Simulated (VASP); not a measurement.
Crystal: SiC.

```
Si C
1.0
     3.03169    0.00000    0.00000
    -1.51584    2.62552    0.00000
     0.00000    0.00000    5.06122
Si C
2 2
Direct
  0.33333 0.66667 0.50049
  0.66667 0.33333 0.00049
  0.33333 0.66667 0.87451
  0.66667 0.33333 0.37451
```

This cell differs from its parent crystal: epitaxial xy strain -1.4%.

Base run:

```yaml
Program: VASP 6.6.1
Functional: r2SCAN
Potentials_or_basis: VASP PAW PBE potentials, release 64 (Si, C)
Cutoff: 520 eV
k_mesh: 12 × 12 × 6
Occupations: gaussian, width 0.01 eV
Spin: no spin polarisation
```

Its results: band gap on the k mesh 2.48 eV (least direct gap 4.68 eV); pressure 6.1 GPa.

Task: The run is repeated on the same cell with these changes: functional from r2SCAN to HSE06; k mesh from 12 × 12 × 6 to 6 × 6 × 4. What comes out?

Result: Band gap on the k mesh 2.99 eV (least direct gap 5.27 eV); pressure 4.7 GPa.

Several settings changed at once.

Caveats: the cell stands under pressure; the PAW data sets were made with another functional, which shifts forces and pressure a little.

A k mesh can miss the band edges.
